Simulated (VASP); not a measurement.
## PbS: single point with PBE+D3(BJ)

System: PbS, a slab with vacuum.

```
Pb S
1.0
     0.00000   -3.00438   -3.00618
     0.00000    3.00438   -3.00618
    10.99828    0.00000    0.00000
Pb S
2 2
Cartesian
  7.0567 -1.5022 -2.9663
  4.2416 1.5022 -2.9663
  6.9335 1.5022 -2.9198
  4.3648 -1.5022 -2.9198
```

This cell differs from its parent crystal: the distance across one plane changed.

| Item | Value |
| --- | --- |
| Program | VASP 6.6.1 |
| Task | single point |
| Functional | PBE |
| Dispersion | D3(BJ) |
| Potentials or basis | VASP PAW PBE potentials, release 64 (Pb_d, S) |
| Cutoff | 500 eV |
| k mesh | 6 × 6 × 3 |
| Occupations | gaussian, width 0.05 eV |
| Spin | no spin polarisation |
| Dipole correction | no |
| Further INCAR settings | ALGO = Normal; EDIFF = 1e-06; NBANDS = 28 |

```yaml
Largest_force: 0.063 eV/Å
Band_gap_on_the_k_mesh: 2.07 eV
Dispersion_energy_per_atom: -0.229 eV
```

Forces in eV/Å, atoms in the order of the input:
```
Pb  -0.049  0.000  0.005
Pb   0.049  0.000  0.005
S   -0.063  0.000 -0.005
S    0.063  0.000 -0.005
```

Levels at points of the mesh, in eV from the valence-band top:
| k point | band 17 | band 18 | band 19 | band 20 | band 21 | band 22 | band 23 | band 24 |
| --- | --- | --- | --- | --- | --- | --- | --- | --- |
| (0.00, 0.00, 0.00) | -2.29 | -1.23 | -1.23 | -0.15 | 2.33 | 3.81 | 5.07 | 5.41 |
| (0.50, 0.00, 0.00) | -0.89 | -0.89 | 0.00 | 0.00 | 2.08 | 2.08 | 3.14 | 3.14 |
| (0.50, 0.50, 0.00) | -2.55 | -2.54 | -1.26 | -1.25 | 4.25 | 4.26 | 5.31 | 5.32 |

It took 3.5 min on 1 thread of Intel Xeon 8259CL (shared host), peak memory 0.33 GiB.

Caveat: the cell differs from its parent crystal (the distance across one plane changed); spin-orbit coupling is left out, which moves the levels of the heavy elements.
